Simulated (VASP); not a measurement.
A run of VASP 6.6.1 is set up as follows.

File INCAR:

```
SYSTEM = Pd
ALGO = Fast
EDIFF = 1E-6
ENCUT = 520
GGA = PS
ISIF = 2
ISMEAR = 0
LASPH = .True.
LCHARG = .False.
LREAL = .False.
LWAVE = .False.
NBANDS = 17
NELM = 80
PREC = Accurate
SIGMA = 0.1
```

KPOINTS

```
k-points
0
Gamma
  14 14 14
  0 0 0
```

The input POSCAR:

```
Pd
1.0
    3.0484537198      0.0000000000      0.0000000000
    0.0000000000      3.0484537198      0.0000000000
    0.0000000000      0.0000000000      3.1452911358
Pd
2
Direct
    0.0000000000      0.0000000000      0.0000000000
    0.5000000000      0.5000000000      0.5000000000
```

Potentials or basis: VASP PAW PBE potentials, release 64 (Pd).

The run is started by

```sh
$ cat potpaw_PBE.64/Pd/POTCAR > POTCAR
$ mpirun -np 1 vasp_std > vasp.out
```

Q: What does it give for the pressure?

A: 0.3 GPa.

Q: Predict the band gap on the k mesh.

A: Zero (bands 10 and 11 overlap by 1.12 eV).

Stress tensor (GPa, compression positive):
```
-0.34  0.00  0.00
 0.00 -0.34  0.00
 0.00  0.00  1.67
```

Caveat: the cell differs from its parent crystal (uniaxial strain along c: +2.0 %, then relaxed in part); the PAW data sets were made with another functional, which shifts forces and pressure a little.
